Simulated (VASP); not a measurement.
Set up this calculation in VASP 6.6.1, as the native input.

| Property | Result |
| --- | --- |
| Task | single point |
| Functional | r2SCAN |
| Potentials or basis | VASP PAW PBE potentials, release 64 (Ce) |
| Cutoff | 520 eV |
| k mesh | 10 × 10 × 10 |
| Occupations | fermi-dirac, width 0.05 eV |
| Spin | collinear spin, ferromagnetic start |
| Starting moments | [1.0] μB |
| Dipole correction | no |
| Further INCAR settings | ALGO = Normal; EDIFF = 1e-06; NBANDS = 16 |

The system is Ce.

```
Ce
1.0
    -1.94330    1.94330    1.94330
     1.94330   -1.94330    1.94330
     1.94330    1.94330   -1.94330
Ce
1
Cartesian
  0.0000 0.0000 0.0000
```

This isn't the form of Ce at room conditions, which is fcc.

The input as run:

POSCAR

```
Ce
1.0
   -1.9432985503      1.9432985503      1.9432985503
    1.9432985503     -1.9432985503      1.9432985503
    1.9432985503      1.9432985503     -1.9432985503
Ce
1
Direct
    0.0000000000      0.0000000000      0.0000000000
```

INCAR.step1

```
  PREC = Accurate
  ENCUT = 520
  ISMEAR = -1
  SIGMA = 0.05
  LREAL = F
  LASPH = T
  NELM = 150
  ISPIN = 2
  MAGMOM = 1
  LMAXMIX = 6
  NBANDS = 16
  GGA = PE
  ALGO = Normal
  EDIFF = 1E-4
  LWAVE = T
  LCHARG = F
```

INCAR.step2

```
  PREC = Accurate
  ENCUT = 520
  EDIFF = 1E-6
  ISMEAR = -1
  SIGMA = 0.05
  LREAL = F
  LASPH = T
  NELM = 150
  ALGO = Normal
  ISIF = 2
  LWAVE = F
  LCHARG = T
  ISPIN = 2
  MAGMOM = 1
  LORBIT = 11
  LMAXMIX = 6
  METAGGA = R2SCAN
  LMIXTAU = T
  LELF = T
  LVHAR = T
  NBANDS = 16
  ISTART = 1
```

KPOINTS

```
regular mesh
0
Gamma
  10 10 10
```

Potentials or basis: VASP PAW PBE potentials, release 64 (Ce).

Run with:

```sh
$ cat potpaw_PBE.64/Ce/POTCAR > POTCAR
$ cp INCAR.step1 INCAR
$ mpirun -np 1 vasp_std > vasp.out
$ cp INCAR.step2 INCAR
$ mpirun -np 1 vasp_std > vasp.out
```

It gave:

```
Pressure                                              : 0.9 GPa
Net moment                                            : 1.59 μB per cell
Site moments                                          : Ce +1.19 μB
Valence electrons inside the program's atomic spheres : Ce 9.88
```

Caveat: the magnetic or orbital state may not be the lowest; the PAW data sets were made with another functional, which shifts forces and pressure a little.

It took 3.6 min on 1 thread of Intel(R) Xeon(R) 6975P-C (Granite Rapids) (shared host), peak memory 0.2 GiB.
